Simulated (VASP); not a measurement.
Input of a VASP 6.6.1 run:

INCAR

```
  ALGO = Normal
  EDIFF = 1E-7
  ENCUT = 520
  ISIF = 2
  ISMEAR = 1
  LASPH = T
  LCHARG = F
  LREAL = F
  LWAVE = F
  NBANDS = 17
  NELM = 80
  PREC = Accurate
  SIGMA = 0.1
```

File KPOINTS:

```
k-points
0
Gamma
  8 8 5
```

The input POSCAR:

```
Hf
1.0
    3.1967000000      0.0000000000      0.0000000000
   -1.5983500000      2.7684230000      0.0000000000
    0.0000000000      0.0000000000      5.0578000000
Hf
2
Direct
    0.3333333333      0.6666666667      0.2500000000
    0.6666666667      0.3333333333      0.7500000000
```

Potentials or basis: VASP PAW LDA potentials, release 64 (Hf_pv).

Run with:

```sh
$ cat potpaw_LDA.64/Hf_pv/POTCAR > POTCAR
$ mpirun -np 1 vasp_std > vasp.out
```

What does it give for the pressure?

-7.5 GPa.

Estimate the band gap on the k mesh.

zero (band 10 reaches 5.90 eV, above the bottom of band 11 at 4.52 eV).

Stress tensor (GPa, compression positive):
```
-7.37  0.00  0.00
 0.00 -7.37  0.00
 0.00  0.00 -7.63
```

Caveat: spin-orbit coupling is left out, which moves the levels of the heavy elements.
